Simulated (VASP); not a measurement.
# Zn2AsP3 (Imm2) in VASP: single point with PBEsol

Aim: the single point of Zn2AsP3 with PBEsol.

Program: VASP 6.6.1. These are calculated values, not measurements. Logs are shortened: lines on timing, memory, paths and dates and some standing lists are left out, and cuts for length are marked.

### 1 The cell of the first run

The structure is orthorhombic, space group Imm2 (No. 44). The conventional cell has a = 3.870 Å, b = 11.391 Å, c = 5.358 Å, α = 90.00°, β = 90.00°, γ = 90.00°. Within 3.1 Å of Zn (site symmetry m) lie 4 P at 2.33 to 2.36 Å. As (site symmetry mm2) has 4 P at 2.29 to 2.39 Å within 3.0 Å. P (site symmetry m) has 1 As at 2.29 Å and 3 Zn at 2.33 to 2.34 Å within 3.0 Å. P (site symmetry mm2) has 2 Zn at 2.36 Å and 2 As at 2.39 Å within 3.1 Å.

### 2 Single point, PBEsol

File INCAR:

```
SYSTEM = Zn2AsP3
ALGO = Normal
EDIFF = 1E-6
ENCUT = 520
GGA = PS
ISIF = 2
ISMEAR = -1
LASPH = .TRUE.
LCHARG = .FALSE.
LREAL = .FALSE.
LWAVE = .FALSE.
NBANDS = 31
NELM = 60
PREC = Accurate
SIGMA = 0.03
```

File KPOINTS:

```
k-points
0
G
  6 6 6
  0 0 0
```

File POSCAR:

```
Zn2AsP3
1.0
   -1.9348277485      5.6953578995      2.6790566604
    1.9348277485     -5.6953578995      2.6790566604
    1.9348277485      5.6953578995     -2.6790566604
Zn As P
2 1 3
Direct
    0.4268245694      0.2593062314      0.1675183381
    0.0917878933      0.2593062314      0.8324816619
    0.7385792685      0.2385792685      0.5000000000
    0.3332443144      0.0004171383      0.3328271761
    0.6675899622      0.0004171383      0.6671728239
    0.0009719823      0.0009719823      0.0000000000
```

Potentials or basis: VASP PAW PBE potentials, release 64 (Zn, As, P).

Launch:

```bash
cat potpaw_PBE.64/Zn/POTCAR potpaw_PBE.64/As/POTCAR potpaw_PBE.64/P/POTCAR > POTCAR
mpirun -np 1 vasp_std > vasp.out
```

OUTCAR:

```text
SYSTEM = Zn2AsP3
   EDIFF = 1E-6
   ENCUT = 520
   GGA = PS
   ISIF = 2
   ISMEAR = -1
   LASPH = .TRUE.
   LREAL = .FALSE.
   NELM = 60
   PREC = Accurate

 ion  position               nearest neighbor table
   1  0.427  0.259  0.168-   5 2.33   5 2.33   4 2.34   6 2.36
   2  0.092  0.259  0.832-   4 2.33   4 2.33   5 2.34   6 2.36
   3  0.739  0.239  0.500-   5 2.29   4 2.29   6 2.39   6 2.39
   4  0.333  0.000  0.333-   3 2.29   2 2.33   2 2.33   1 2.34
   5  0.668  0.000  0.667-   3 2.29   1 2.33   1 2.33   2 2.34
   6  0.001  0.001  0.000-   1 2.36   2 2.36   3 2.39   3 2.39

  LATTYP: Found a body centered orthorhombic cell.
 ALAT       =     3.8696554970
 B/A-ratio  =     1.3846486657
 C/A-ratio  =     2.9435994516

  Lattice vectors:

 A1 = (  -1.9348277485,   5.6953578995,  -2.6790566604)
 A2 = (   1.9348277485,   5.6953578995,   2.6790566604)
 A3 = (   1.9348277485,  -5.6953578995,  -2.6790566604)

Analysis of symmetry for initial positions (statically):
=====================================================================
 Subroutine PRICEL returns:
 Original cell was already a primitive cell.

 Routine SETGRP: Setting up the symmetry group for a
 body centered orthorhombic supercell.

 Subroutine GETGRP returns: Found  4 space group operations
 (whereof  4 operations were pure point group operations)
 out of a pool of  8 trial point group operations.

The static configuration has the point symmetry C_2v.

Analysis of symmetry for dynamics (positions and initial velocities):
=====================================================================
 Subroutine PRICEL returns:
 Original cell was already a primitive cell.

 Routine SETGRP: Setting up the symmetry group for a
 body centered orthorhombic supercell.

 Subroutine GETGRP returns: Found  4 space group operations
 (whereof  4 operations were pure point group operations)
 out of a pool of  8 trial point group operations.

The dynamic configuration has the point symmetry C_2v.

 Subroutine INISYM returns: Found  4 space group operations
 (whereof  4 operations are pure point group operations),
 and found     1 'primitive' translations

----------------------------------------------------------------------------------------

                                     Primitive cell

  volume of cell :     118.0879

  direct lattice vectors                    reciprocal lattice vectors
[... 93 lines left out ...]
   ENCUT  =  520.0 eV  38.22 Ry    6.18 a.u.  12.24 12.24 12.24*2*pi/ulx,y,z
   NELM   =     60;   NELMIN=  2; NELMDL= -5     # of ELM steps
   EDIFF  = 0.1E-05   stopping-criterion for ELM
   LREAL  =      F    real-space projection
   EDIFFG = 0.1E-04   stopping-criterion for IOM
   NSW    =      0    number of steps for IOM
   IBRION =     -1    ionic relax: 0-MD 1-quasi-New 2-CG
   NFREE  =      0    steps in history (QN), initial steepest desc. (CG)
   ISIF   =      2    stress and relaxation
   ISYM   =      2    0-nonsym 1-usesym 2-fastsym
   POTIM  = 0.5000    time-step for ionic-motion
   TEBEG  =    0.0;   TEEND  =   0.0 temperature during run
   PSTRESS=    0.0 pullay stress
   NELECT =      44.0000    total number of electrons
   NUPDOWN=      -1.0000    fix difference up-down
   EMIN   =  10.00;   EMAX   =-10.00  energy-range for DOS
   EFERMI =   0.00;   METHOD = LEGACY
   ISMEAR =    -1;   SIGMA  =   0.03  broadening in eV -4-tet -1-fermi 0-gaus
   EFERMI_NEDOS =   21; number of points for ismear=-14 and -15
   IALGO  =     38    algorithm
   IMIX   =      4    mixing-type and parameters
     AMIX     =   0.40;   BMIX     =  1.00
     AMIX_MAG =   1.60;   BMIX_MAG =  1.00
  volume/ion in A,a.u.               =      19.68       132.82
  Fermi-wavevector in a.u.,A,eV,Ry     =   1.178033  2.226159 18.881633  1.387761
  Thomas-Fermi vector in A             =   2.314369
   LORBIT       =      0    0 simple, 1 ext, 2 COOP (PROOUT), +10 PAW based schemes
   GGA     = PS    functional components
   LHFCALC =     F    Hartree Fock is set to
   AEXX    =    0.0000 exact exchange contribution
   IVDW    =     0    specifies the selected vdW correction
   LEPSILON=     F    determine dielectric tensor
   LRPA    =     F    only Hartree local field effects (RPA)
 non-spin polarized calculation
  energy-cutoff  :      520.00
  volume of cell :      118.09
 maximum number of plane-waves:      3196
 NGX is ok and might be reduce to    50
   NGX = 25   NGY = 25   NGZ = 25

 number of electron      44.0000012 magnetization

 Free energy of the ion-electron system (eV)
  ---------------------------------------------------
  ext. energy  EPLUGINS =         0.00000000
  ---------------------------------------------------
  free energy    TOTEN  =       -25.98854594 eV

  energy without entropy =      -25.98627731  energy(sigma->0) =      -25.98741163

 E-fermi :   3.9534     XC(G=0):  -9.9687

 val. band max:        3.9444010163   @ k =   0.0000   0.0000   0.0000
 cond. band min:       4.0088579609   @ k =   0.3333  -0.1667   0.1667
 fundamental gap:      0.0644569446
 Fermi energy:         3.9534469700

 k-point     1 :       0.0000    0.0000    0.0000
  band No.  band energies     occupation
      1     -10.2741      2.00000
      2      -6.6898      2.00000
      3      -6.4786      2.00000
      4      -5.0247      2.00000
      5      -3.1944      2.00000
      6      -3.1770      2.00000
[... 805 lines left out ...]
     30       9.6701      0.00000
     31      10.5936      0.00000

 [... further k-points ...]
[... 5 lines left out ...]
  --------------------------------------------------------------------------------------
  -------------------------------------------------------------------------------------
  Total        0.1679893      0.1914556      0.1696180      0.0000000      0.0000000      0.0000000
  in kB        2.2792244      2.5976066      2.3013209      0.0000000      0.0000000      0.0000000
  external PRESSURE =       2.3927173 kB  Pullay stress =       0.0000000 kB

 VOLUME and BASIS-vectors are now :
 -----------------------------------------------------------------------------
  energy-cutoff  :      520.00
  volume of cell :      118.09
      direct lattice vectors                 reciprocal lattice vectors
    -1.934827749  5.695357900  2.679056660     0.000000000  0.087790795  0.186632858
     1.934827749 -5.695357900  2.679056660     0.258420937  0.000000000  0.186632858
     1.934827749  5.695357900 -2.679056660     0.258420937  0.087790795  0.000000000

 POSITION                                       TOTAL-FORCE (eV/Angst)
 -----------------------------------------------------------------------------------
      0.00000      1.90815      1.38939         0.000000      0.002668      0.005248
      1.93483      3.78720     -1.28966         0.000000     -0.002668      0.005248
      0.00000      5.69536      1.27833        -0.000000     -0.000000      0.003462
      0.00000      3.79114      0.00224         0.000000     -0.003767     -0.007696
      0.00000      7.59958      0.00224        -0.000000      0.003767     -0.007696
      0.00000      0.00000      0.00521         0.000000     -0.000000      0.001435
 -----------------------------------------------------------------------------------
    total drift:                                0.000001      0.000002      0.000048

  FREE ENERGIE OF THE ION-ELECTRON SYSTEM (eV)
  ---------------------------------------------------
  free  energy   TOTEN  =       -25.9885459399 eV

  energy  without entropy=      -25.9862773131  energy(sigma->0) =      -25.98741163
```

OSZICAR:

```text
N       E                     dE             d eps       ncg     rms          rms(c)
DAV:   1     0.275546730336E+03    0.27555E+03   -0.19424E+04  2852   0.152E+03
DAV:   2     0.411945646466E+00   -0.27513E+03   -0.26257E+03  2908   0.342E+02
DAV:   3    -0.263216488493E+02   -0.26734E+02   -0.26277E+02  3517   0.105E+02
DAV:   4    -0.270113177075E+02   -0.68967E+00   -0.68785E+00  3378   0.161E+01
DAV:   5    -0.270229315668E+02   -0.11614E-01   -0.11612E-01  3562   0.211E+00    0.970E+00
DAV:   6    -0.260288666632E+02    0.99406E+00   -0.30820E+00  3727   0.418E+01    0.672E+00
DAV:   7    -0.260070466786E+02    0.21820E-01   -0.13778E+00  3403   0.905E+00    0.302E+00
DAV:   8    -0.259898016812E+02    0.17245E-01   -0.63358E-02  3386   0.160E+00    0.102E+00
DAV:   9    -0.259885549381E+02    0.12467E-02   -0.12507E-02  3321   0.521E-01    0.172E-01
DAV:  10    -0.259884647934E+02    0.90145E-04   -0.95982E-04  3841   0.287E-01    0.798E-02
DAV:  11    -0.259885262654E+02   -0.61472E-04   -0.23211E-04  3328   0.799E-02    0.304E-02
DAV:  12    -0.259885456531E+02   -0.19388E-04   -0.30494E-05  3485   0.305E-02    0.953E-03
DAV:  13    -0.259885459399E+02   -0.28676E-06   -0.30731E-06  3362   0.122E-02
   1 F= -.25988546E+02 E0= -.25987412E+02  d E =-.226863E-02
```

Run time: 4.2 min. Hardware: 1 thread of Intel Xeon Platinum 8488C (Sapphire Rapids), shared host; peak memory 0.44 GiB.

Results:

```yaml
Free_energy: -25.9885 eV
Pressure: 0.2 GPa
Largest_force: 0.009 eV/Å
Band_gap_on_the_k_mesh: zero (band 22 reaches 4.06 eV, above the bottom of band 23 at 3.75 eV)
```

Forces on the atoms (eV/Å):
```
Zn   0.000  0.003  0.005
Zn   0.000 -0.003  0.005
As   0.000  0.000  0.003
P    0.000 -0.004 -0.008
P    0.000  0.004 -0.008
P    0.000  0.000  0.001
```

Caveat: the PAW data sets were made with another functional, which shifts forces and pressure a little.
